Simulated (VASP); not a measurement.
A run of VASP 6.6.1 is set up as follows.

INCAR

```
SYSTEM = Cd
PREC = Accurate
ENCUT = 520
EDIFF = 1E-6
ISMEAR = 0
SIGMA = 0.1
LREAL = .FALSE.
LASPH = .TRUE.
NELM = 80
ALGO = Fast
ISIF = 2
LWAVE = .FALSE.
LCHARG = .FALSE.
GGA = PE
NBANDS = 12
```

The input KPOINTS:

```
regular mesh
0
G
  16 16 16
  0 0 0
```

File POSCAR:

```
Cd
1.0
    0.0000000000      2.2541534960      2.2541534960
    2.2541534960      0.0000000000      2.2541534960
    2.2541534960      2.2541534960      0.0000000000
Cd
1
Direct
    0.0000000000      0.0000000000      0.0000000000
```

Potentials or basis: VASP PAW PBE potentials, release 64 (Cd).

Run with:

```console
$ cat potpaw_PBE.64/Cd/POTCAR > POTCAR
$ mpirun -np 1 vasp_std > vasp.out
```

Problem. Predict the pressure.

Solution. 0.3 GPa.

Problem. What does it give for the band gap on the k mesh?

Solution. Zero (band 6 reaches 4.34 eV, above the bottom of band 7 at 1.10 eV).
